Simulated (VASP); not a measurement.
# MgO (P6_3mc) in VASP: further runs, part 4 of 4

VASP 6.6.1. The steps go on from the part before.

## (5) Single point, PBE (c/a of the conventional cell at fixed volume 1.5448)

The input, INCAR:

```
SYSTEM = MgO
ALGO = Normal ; EDIFF = 1E-6
ENCUT = 520 ; GGA = PE
ISIF = 2 ; ISMEAR = 0
LASPH = .True. ; LCHARG = .False.
LREAL = .False. ; LWAVE = .False.
NBANDS = 16 ; NELM = 100
PREC = Accurate ; SIGMA = 0.05
```

The input, KPOINTS:

```
k-points
0
Gamma
  9 9 6
  0 0 0
```

The input, POSCAR:

```
MgO
1.0
    3.3152853999      0.0000000000      0.0000000000
   -1.6576427000      2.8711213771      0.0000000000
    0.0000000000      0.0000000000      5.1215474299
Mg O
2 2
Direct
    0.3333333333      0.6666666667      0.0160814757
    0.6666666667      0.3333333333      0.5160814757
    0.3333333333      0.6666666667      0.3982811987
    0.6666666667      0.3333333333      0.8982811987
```

Potentials or basis: VASP PAW PBE potentials, release 64 (Mg, O).

Run with:

```console
> cat potpaw_PBE.64/Mg/POTCAR potpaw_PBE.64/O/POTCAR > POTCAR
> mpirun -np 1 vasp_std > vasp.out
```

OUTCAR:

```text
SYSTEM = MgO
   EDIFF = 1E-6
   ENCUT = 520
   GGA = PE
   ISIF = 2
   ISMEAR = 0
   LASPH = .True.
   LREAL = .False.
   NELM = 100
   PREC = Accurate

 ion  position               nearest neighbor table
   1  0.333  0.667  0.016-   3 1.96   4 2.01   4 2.01   4 2.01   2 3.20   2 3.20   2 3.20   2 3.20
                             2 3.20   2 3.20
   2  0.667  0.333  0.516-   4 1.96   3 2.01   3 2.01   3 2.01   1 3.20   1 3.20   1 3.20   1 3.20
                             1 3.20   1 3.20
   3  0.333  0.667  0.398-   1 1.96   2 2.01   2 2.01   2 2.01
   4  0.667  0.333  0.898-   2 1.96   1 2.01   1 2.01   1 2.01

  LATTYP: Found a hexagonal cell.
 ALAT       =     3.3152853999
 C/A-ratio  =     1.5448285176

  Lattice vectors:

 A1 = (   3.3152853999,   0.0000000000,   0.0000000000)
 A2 = (  -1.6576427000,   2.8711213771,   0.0000000000)
 A3 = (   0.0000000000,   0.0000000000,   5.1215474299)

Analysis of symmetry for initial positions (statically):
=====================================================================
 Subroutine PRICEL returns:
 Original cell was already a primitive cell.

 Routine SETGRP: Setting up the symmetry group for a
 hexagonal supercell.

 Subroutine GETGRP returns: Found 12 space group operations
 (whereof  6 operations were pure point group operations)
 out of a pool of 24 trial point group operations.

The static configuration has the point symmetry C_3v.
 The point group associated with its full space group is C_6v.

Analysis of symmetry for dynamics (positions and initial velocities):
=====================================================================
 Subroutine PRICEL returns:
 Original cell was already a primitive cell.

 Routine SETGRP: Setting up the symmetry group for a
 hexagonal supercell.

 Subroutine GETGRP returns: Found 12 space group operations
 (whereof  6 operations were pure point group operations)
 out of a pool of 24 trial point group operations.

The dynamic configuration has the point symmetry C_3v.
 The point group associated with its full space group is C_6v.

 Subroutine INISYM returns: Found 12 space group operations
 (whereof  6 operations are pure point group operations),
 and found     1 'primitive' translations

----------------------------------------------------------------------------------------

                                     Primitive cell

  volume of cell :      48.7499

  direct lattice vectors                    reciprocal lattice vectors
     3.315285400  0.000000000  0.000000000     0.301633157  0.174147984  0.000000000
    -1.657642700  2.871121377  0.000000000     0.000000000  0.348295968  0.000000000
     0.000000000  0.000000000  5.121547430     0.000000000  0.000000000  0.195253488

  length of vectors
     3.315285400  3.315285400  5.121547430     0.348295968  0.348295968  0.195253488

  position of ions in fractional coordinates (direct lattice)
     0.333333333  0.666666667  0.016081476
     0.666666667  0.333333333  0.516081476
     0.333333333  0.666666667  0.398281199
     0.666666667  0.333333333  0.898281199

  ion indices of the primitive-cell ions
   primitive index   ion index
                 1           1
                 2           2
                 3           3
                 4           4

[... 31 lines left out ...]
  0.333333 -0.000000  0.000000      6.000000
  0.444444  0.000000  0.000000      6.000000
  0.111111  0.111111  0.000000      6.000000
[... 16 lines left out ...]
  0.333333  0.222222  0.166667     24.000000
  0.333333  0.333333  0.166667      4.000000
 [... further k-points ...]
   k-points           NKPTS =     48   k-points in BZ     NKDIM =     48   number of bands    NBANDS=     16
   number of dos      NEDOS =    301   number of ions     NIONS =      4
   total plane-waves  NPLWV =  31360
   dimension x,y,z NGX =    28 NGY =   28 NGZ =   40
   dimension x,y,z NGXF=    56 NGYF=   56 NGZF=   80
   ions per type =               2   2
   NGX,Y,Z   is equivalent  to a cutoff of  14.04, 14.04, 12.98 a.u.
   NGXF,Y,Z  is equivalent  to a cutoff of  28.08, 28.08, 25.97 a.u.
 SYSTEM =  MgO
   PREC   = accura    normal or accurate (medium, high low for compatibility)
   ISTART =      0    job   : 0-new  1-cont  2-samecut
   ICHARG =      2    charge: 1-file 2-atom 10-const
   ISPIN  =      1    spin polarized calculation?
   LNONCOLLINEAR =      F non collinear calculations
   LSORBIT =      F    spin-orbit coupling
   LASPH  =      T    aspherical Exc in radial PAW
   ENCUT  =  520.0 eV  38.22 Ry    6.18 a.u.   6.16  6.16  9.52*2*pi/ulx,y,z
   NELM   =    100;   NELMIN=  2; NELMDL= -5     # of ELM steps
   EDIFF  = 0.1E-05   stopping-criterion for ELM
   LREAL  =      F    real-space projection
   EDIFFG = 0.1E-04   stopping-criterion for IOM
   NSW    =      0    number of steps for IOM
   IBRION =     -1    ionic relax: 0-MD 1-quasi-New 2-CG
   NFREE  =      0    steps in history (QN), initial steepest desc. (CG)
   ISIF   =      2    stress and relaxation
   ISYM   =      2    0-nonsym 1-usesym 2-fastsym
   POTIM  = 0.5000    time-step for ionic-motion
   TEBEG  =    0.0;   TEEND  =   0.0 temperature during run
   PSTRESS=    0.0 pullay stress
   NELECT =      16.0000    total number of electrons
   NUPDOWN=      -1.0000    fix difference up-down
   EMIN   =  10.00;   EMAX   =-10.00  energy-range for DOS
   EFERMI =   0.00;   METHOD = LEGACY
   ISMEAR =     0;   SIGMA  =   0.05  broadening in eV -4-tet -1-fermi 0-gaus
   EFERMI_NEDOS =   21; number of points for ismear=-14 and -15
   IALGO  =     38    algorithm
   IMIX   =      4    mixing-type and parameters
     AMIX     =   0.40;   BMIX     =  1.00
     AMIX_MAG =   1.60;   BMIX_MAG =  1.00
  volume/ion in A,a.u.               =      12.19        82.25
  Fermi-wavevector in a.u.,A,eV,Ry     =   1.129250  2.133974 17.350238  1.275207
  Thomas-Fermi vector in A             =   2.265943
   LORBIT       =      0    0 simple, 1 ext, 2 COOP (PROOUT), +10 PAW based schemes
   GGA     = PE    functional components
   LHFCALC =     F    Hartree Fock is set to
   AEXX    =    0.0000 exact exchange contribution
   IVDW    =     0    specifies the selected vdW correction
   LEPSILON=     F    determine dielectric tensor
   LRPA    =     F    only Hartree local field effects (RPA)
 non-spin polarized calculation
 Gauss-broadening in eV      SIGMA  =   0.05
  energy-cutoff  :      520.00
  volume of cell :       48.75
 maximum number of plane-waves:      1339
 NGX is ok and might be reduce to    28

 number of electron      16.0000002 magnetization

 Free energy of the ion-electron system (eV)
  ---------------------------------------------------
  ext. energy  EPLUGINS =         0.00000000
  ---------------------------------------------------
  free energy    TOTEN  =       -23.51672376 eV

  energy without entropy =      -23.51672376  energy(sigma->0) =      -23.51672376

 E-fermi :   1.0967     XC(G=0):  -9.6017

 val. band max:        0.8106515996   @ k =   0.0000   0.0000   0.0000
 cond. band min:       4.2705993452   @ k =   0.0000   0.0000   0.0000
 fundamental gap:      3.4599477457
 Fermi energy:         1.0967423845

 k-point     1 :       0.0000    0.0000    0.0000
  band No.  band energies     occupation
      1     -15.1940      2.00000
      2     -14.4735      2.00000
      3      -2.2567      2.00000
      4       0.3128      2.00000
      5       0.3128      2.00000
      6       0.5984      2.00000
[... 433 lines left out ...]
      3      -1.5957      2.00000
      4      -1.1746      2.00000
      5      -1.1746      2.00000
      6      -0.4436      2.00000
[... 8 lines left out ...]
     15      14.3308      0.00000
     16      17.8288      0.00000

 [... further k-points ...]

------------------------ aborting loop because EDIFF is reached ----------------------------------------

  FORCE on cell =-STRESS in cart. coord.  units (eV):
  Direction    XX          YY          ZZ          XY          YZ          ZX
  --------------------------------------------------------------------------------------
  -------------------------------------------------------------------------------------
  Total       -0.5297604     -0.5297604      0.9815558      0.0000000     -0.0000000      0.0000000
  in kB      -17.4107065    -17.4107065     32.2590750      0.0000000     -0.0000000      0.0000000
  external PRESSURE =      -0.8541126 kB  Pullay stress =       0.0000000 kB

 VOLUME and BASIS-vectors are now :
 -----------------------------------------------------------------------------
  energy-cutoff  :      520.00
  volume of cell :       48.75
      direct lattice vectors                 reciprocal lattice vectors
     3.315285400  0.000000000  0.000000000     0.301633157  0.174147984  0.000000000
    -1.657642700  2.871121377  0.000000000     0.000000000  0.348295968  0.000000000
     0.000000000  0.000000000  5.121547430     0.000000000  0.000000000  0.195253488

 POSITION                                       TOTAL-FORCE (eV/Angst)
 -----------------------------------------------------------------------------------
     -0.00000      1.91408      0.08236         0.000000      0.000000     -0.386993
      1.65764      0.95704      2.64314         0.000000      0.000000     -0.386993
     -0.00000      1.91408      2.03982        -0.000000      0.000000      0.386993
      1.65764      0.95704      4.60059         0.000000     -0.000000      0.386993
 -----------------------------------------------------------------------------------
    total drift:                               -0.000000     -0.000000     -0.001823

  FREE ENERGIE OF THE ION-ELECTRON SYSTEM (eV)
  ---------------------------------------------------
  free  energy   TOTEN  =       -23.5167237574 eV

  energy  without entropy=      -23.5167237574  energy(sigma->0) =      -23.51672376
```

stdout:

```text
POSCAR found type information on POSCAR MgO
 POSCAR found :  2 types and       4 ions
 scaLAPACK will be used
 LDA part: xc-table for (Slater+PW92), standard interpolation
 POSCAR, INCAR and KPOINTS ok, starting setup
 FFT: planning ... GRIDC
 FFT: planning ... GRID_SOFT
 FFT: planning ... GRID
 WAVECAR not read
 entering main loop
```

Wall time 20 s (1 thread of Intel Xeon 6975P-C (Granite Rapids), shared host); peak memory 0.19 GiB.

What came out:

- Free energy: -23.5167 eV
- Pressure: -0.1 GPa
- Largest force: 0.387 eV/Å
- Band gap on the k mesh: 3.46 eV, direct

Forces in eV/Å, atoms in the order of the input:
```
Mg   0.000  0.000 -0.387
Mg   0.000  0.000 -0.387
O    0.000  0.000  0.387
O    0.000  0.000  0.387
```

 A k mesh can miss the band edges.

## (6) Single point, PBE (c/a of the conventional cell at fixed volume 1.7508)

The input, INCAR:

```
  ALGO = Normal
  EDIFF = 1E-6
  ENCUT = 520
  GGA = PE
  ISIF = 2
  ISMEAR = 0
  LASPH = T
  LCHARG = T
  LELF = T
  LREAL = F
  LVHAR = T
  LWAVE = F
  NBANDS = 16
  NELM = 60
  PREC = Accurate
  SIGMA = 0.05
```

The input, KPOINTS:

```
k-points
0
Gamma
  9 9 6
```

The input, POSCAR:

```
MgO
1.0
    3.1798172993      0.0000000000      0.0000000000
   -1.5899086497      2.7538025606      0.0000000000
    0.0000000000      0.0000000000      5.5672241276
Mg O
2 2
Direct
    0.3333333333      0.6666666667      0.0356068245
    0.6666666667      0.3333333333      0.5356068245
    0.3333333333      0.6666666667      0.3982811987
    0.6666666667      0.3333333333      0.8982811987
```

Potentials or basis: VASP PAW PBE potentials, release 64 (Mg, O).

Run with:

```console
> cat potpaw_PBE.64/Mg/POTCAR potpaw_PBE.64/O/POTCAR > POTCAR
> mpirun -np 1 vasp_std > vasp.out
```

It took 14 s on 1 thread of Intel Xeon 6975P-C (Granite Rapids), shared host; peak memory 0.17 GiB.

The run converged. Its results:

| Item | Value |
| --- | --- |
| Free energy | -23.3667 eV |
| Pressure | 0.0 GPa |
| Largest force | 0.144 eV/Å |
| Band gap on the k mesh | 3.33 eV, direct |

Forces in eV/Å, atoms in the order of the input:
```
Mg   0.000  0.000 -0.144
Mg   0.000  0.000 -0.144
O    0.000  0.000  0.144
O    0.000  0.000  0.144
```

Stress tensor (GPa, compression positive):
```
 4.73  0.00  0.00
 0.00  4.73  0.00
 0.00  0.00 -9.47
```

Levels at points of the mesh, in eV from the valence-band top:
```
           k point  band 5  band 6  band 7  band 8  band 9  band 10  band 11  band 12
(0.00, 0.00, 0.00)   -0.14   -0.14    0.00    0.00    3.33     8.48     9.16    15.28
(0.00, 0.00, 0.50)   -0.07   -0.07   -0.07   -0.07    5.65     5.65    12.09    12.09
```

 A k mesh can miss the band edges.

## (7) Summary

| cell | gap on the mesh (eV) | pressure (GPa) | largest force (eV/Å) |
| --- | --- | --- | --- |
| a = 3.180, b = 3.180, c = 5.567 Å, angles 90.0, 90.0, 120.0°, 4 atoms | 3.33 | 0.0 | 0.14 |
| a = 3.392, b = 3.392, c = 4.891 Å, angles 90.0, 90.0, 120.0°, 4 atoms | 3.15 | -1.9 | 0.06 |
| a = 3.477, b = 3.477, c = 4.656 Å, angles 90.0, 90.0, 120.0°, 4 atoms | 3.25 | 4.6 | 2.97 |
| a = 3.315, b = 3.315, c = 5.122 Å, angles 90.0, 90.0, 120.0°, 4 atoms | 3.46 | -0.1 | 0.39 |

Some of these runs hold the atoms at other places in the same cell, which the table doesn't show; runs alike in all that it shows share one row.

Alike in all rows: task single point; level PBE; potentials or basis VASP PAW PBE potentials, release 64 (Mg, O); no spin polarisation; k mesh 9 × 9 × 6; cutoff (eV) 520; smearing gaussian 0.05 eV.

Caveats: forces of over 1 eV/Å act on the atoms, so gaps and moduli don't describe the material at rest (some runs).

Total energies depend on the potentials used, so only differences within one code and one set of settings carry meaning.
